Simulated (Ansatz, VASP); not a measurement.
**One calculation of TePb, two programs**

```
Pb Te
1.0
     0.00000    3.21951    3.21951
     3.21951    0.00000    3.21951
     3.21951    3.21951    0.00000
Pb Te
1 1
Direct
  0.00000 0.00000 0.00000
  0.25000 0.25000 0.25000
```

Alike in both runs: task relaxation of cell and atoms; functional PBE; k mesh 10 × 10 × 10; occupations fermi-dirac, width 0.05 eV; no spin polarisation.

|  | VASP | Ansatz |
| --- | --- | --- |
| version | VASP 6.6.1 | Ansatz 0.2.0 |
| potentials or method | VASP PAW PBE potentials, release 64 (Pb_d, Te) | PAW with Ansatz's default frozen-core files, scalar-relativistic |
| plane-wave cutoff (eV) | 600 | 420 |
| valence electrons in the cell | 20 | 30 |

```csv
,VASP,Ansatz,Ansatz less VASP
relaxed volume (Å³/atom),49.32,49.33,+0.010
relaxed length of the cell vector where the two differ most in proportion (Å),5.186,5.186,+0.0003
```

VASP's potentials hold 20 valence electrons a cell and Ansatz's 30, so a difference there can come from the potentials and not from the codes.

Neither program's run includes spin-orbit coupling. Noted on VASP's run: the volume moved by over 15 % at a fixed basis, so the end points are rough.
